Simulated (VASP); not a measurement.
Input of a VASP 6.6.1 run:

File INCAR:

```
SYSTEM = Ir3O
PREC = Accurate
ENCUT = 600
EDIFF = 1E-7
ISMEAR = 0
SIGMA = 0.1
LREAL = .False.
LASPH = .True.
NELM = 80
ALGO = Fast
ISIF = 3
LWAVE = .False.
LCHARG = .False.
GGA = PS
IBRION = 2
NSW = 80
EDIFFG = -0.01
```

Contents of KPOINTS:

```
regular mesh
0
Gamma
  12 12 8
  0 0 0
```

File POSCAR:

```
Ir3O
1.0
    5.3018256173      0.0000000000      0.0000000000
   -2.6509128086      4.5915156710      0.0000000000
    0.0000000000      0.0000000000      4.4244255545
Ir O
6 2
Direct
    0.0000000000      0.7206239420      0.5000000000
    0.0000000000      0.2793760580      0.0000000000
    0.7206239420      0.7206239420      0.0000000000
    0.7206239420      0.0000000000      0.5000000000
    0.2793760580      0.2793760580      0.5000000000
    0.2793760580      0.0000000000      0.0000000000
    0.6666666667      0.3333333333      0.7500000000
    0.3333333333      0.6666666667      0.2500000000
```

Potentials or basis: VASP PAW PBE potentials, release 64 (Ir, O).

The run is started by

```console
$ cat potpaw_PBE.64/Ir/POTCAR potpaw_PBE.64/O/POTCAR > POTCAR
$ mpirun -np 1 vasp_std > vasp.out
```

Question: Predict the space group after relaxing (to 0.1 Å).

Answer: P6_322 (No. 182).

Question: Estimate the band gap on the k mesh.

Answer: Zero (bands 33 and 34 overlap by 0.66 eV).

Question: Estimate the relaxed volume.

Answer: 13.49 Å³/atom.

Final structure:
```xyz
8
Lattice="5.3106 0.0000 0.0000 -2.6553 4.5991 0.0000 0.0000 0.0000 4.4182" Properties=species:S:1:pos:R:3 pbc="T T T"
Ir   -1.9105    3.3091    2.2091
Ir   -0.7448    1.2900    4.4182
Ir    1.9105    3.3091    4.4182
Ir    1.1657    4.5991    2.2091
Ir    0.7448    1.2900    2.2091
Ir   -1.1657    4.5991    4.4182
O     2.6553    1.5330    3.3136
O     0.0000    3.0661    1.1046
```

Caveat: the PAW data sets were made with another functional, which shifts forces and pressure a little; spin-orbit coupling is left out, which moves the levels of the heavy elements.
